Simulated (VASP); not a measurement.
Set up this calculation in VASP 6.6.1, as the native input.

```
Task                   : single point
Functional             : r2SCAN
Potentials or basis    : VASP PAW PBE potentials, release 64 (Ti_sv, O)
Cutoff                 : 520 eV
k mesh                 : 6 × 6 × 6
Occupations            : gaussian, width 0.05 eV
Spin                   : no spin polarisation
Hubbard terms          : Ti d U = 4.0 eV
Dipole correction      : no
Further INCAR settings : ALGO = Normal; EDIFF = 1e-06; NBANDS = 33
```

TiO2:

```
Ti O
1.0
     2.55052   -2.55053   -0.01915
     2.55052    2.55053   -0.01915
    -2.51613    0.00000    4.60760
Ti O
2 4
Direct
  0.12499 0.87501 0.25000
  0.87501 0.12499 0.75000
  0.33113 0.08113 0.66227
  0.66887 0.91887 0.33773
  0.91887 0.66887 0.83773
  0.08113 0.33113 0.16227
```

This cell differs from its parent crystal: strain -0.050 along x and y, -0.050 along z.

These files were run (other wordings do the same):

POSCAR

```
TiO2
1.0
    2.5505206262     -2.5505263665     -0.0191505320
    2.5505206262      2.5505263665     -0.0191505320
   -2.5161299842      0.0000000000      4.6075967637
Ti O
2 4
Direct
    0.1249948851      0.8750051149      0.2500000000
    0.8750051149      0.1249948851      0.7500000000
    0.3311340192      0.0811285959      0.6622697772
    0.6688659808      0.9188714041      0.3377302228
    0.9188714041      0.6688659808      0.8377302228
    0.0811285959      0.3311340192      0.1622697772
```

INCAR.step1

```
PREC = Accurate ; ENCUT = 520
ISMEAR = 0 ; SIGMA = 0.05
LREAL = F ; LASPH = T
NELM = 150 ; LMAXMIX = 4
LDAU = T ; LDAUTYPE = 2
LDAUL = 2 -1 ; LDAUU = 4 0
LDAUJ = 0 0 ; NBANDS = 33
GGA = PE ; ALGO = Normal
EDIFF = 1E-4 ; LWAVE = T
LCHARG = F
```

INCAR.step2

```
PREC = Accurate ; ENCUT = 520
EDIFF = 1E-6 ; ISMEAR = 0
SIGMA = 0.05 ; LREAL = F
LASPH = T ; NELM = 150
ALGO = Normal ; ISIF = 2
LWAVE = F ; LCHARG = F
LMAXMIX = 4 ; LDAU = T
LDAUTYPE = 2 ; LDAUL = 2 -1
LDAUU = 4 0 ; LDAUJ = 0 0
LDAUPRINT = 1 ; METAGGA = R2SCAN
LMIXTAU = T ; NBANDS = 33
ISTART = 1
```

KPOINTS

```
regular mesh
0
Gamma
  6 6 6
```

Potentials or basis: VASP PAW PBE potentials, release 64 (Ti_sv, O).

The run is started by

```console
$ cat potpaw_PBE.64/Ti_sv/POTCAR potpaw_PBE.64/O/POTCAR > POTCAR
$ cp INCAR.step1 INCAR
$ mpirun -np 1 vasp_std > vasp.out
$ cp INCAR.step2 INCAR
$ mpirun -np 1 vasp_std > vasp.out
```

Results of the run:

```yaml
Pressure: 55.0 GPa
Largest_force: 1.346 eV/Å
Band_gap_on_the_k_mesh: 3.67 eV (least direct gap 3.97 eV)
```

Caveat: the cell differs from its parent crystal (strain -0.050 along x and y, -0.050 along z); the cell stands under pressure; the PAW data sets were made with another functional, which shifts forces and pressure a little.

Wall time 14 min on 1 thread of Oxide Virtual Turin-like Processor, with other jobs on the host, peak memory 0.21 GiB.
